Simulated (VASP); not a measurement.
**Ti5Si: single point with PBEsol**

Ti5Si:

```
Ti Si
1.0
     2.48849    1.43673    4.39181
    -2.48849    1.43673    4.39181
     0.00000   -2.87346    4.39181
Ti Si
5 1
Direct
  0.15142 0.15142 0.15142
  0.60473 0.39527 0.00000
  0.00000 0.60473 0.39527
  0.84858 0.84858 0.84858
  0.39527 0.00000 0.60473
  0.50000 0.50000 0.50000
```

```json
{
 "Program": "VASP 6.6.1",
 "Task": "single point",
 "Functional": "PBEsol",
 "Potentials or basis": "VASP PAW PBE potentials, release 64 (Ti_sv, Si)",
 "Cutoff": "520 eV",
 "k mesh": "3 × 3 × 3",
 "Occupations": "gaussian, width 0.1 eV",
 "Spin": "no spin polarisation"
}
```

- Pressure: -0.1 GPa
- Band gap on the k mesh: zero (bands 32 and 33 overlap by 0.17 eV)

Levels at points of the mesh, in eV from the Fermi level:
```tsv
k point	band 28	band 29	band 30	band 31	band 32	band 33	band 34	band 35	band 36	band 37
(0.00, 0.00, 0.00)	-1.10	-0.88	-0.88	-0.73	-0.05	-0.03	-0.03	1.12	1.12	1.53
```

It took 39 s on 1 thread of Intel(R) Xeon(R) Platinum 8488C (Sapphire Rapids), on a shared host, peak memory 0.23 GiB.

Caveat: the k points lie up to 0.51 Å⁻¹ apart; the PAW data sets were made with another functional, which shifts forces and pressure a little.
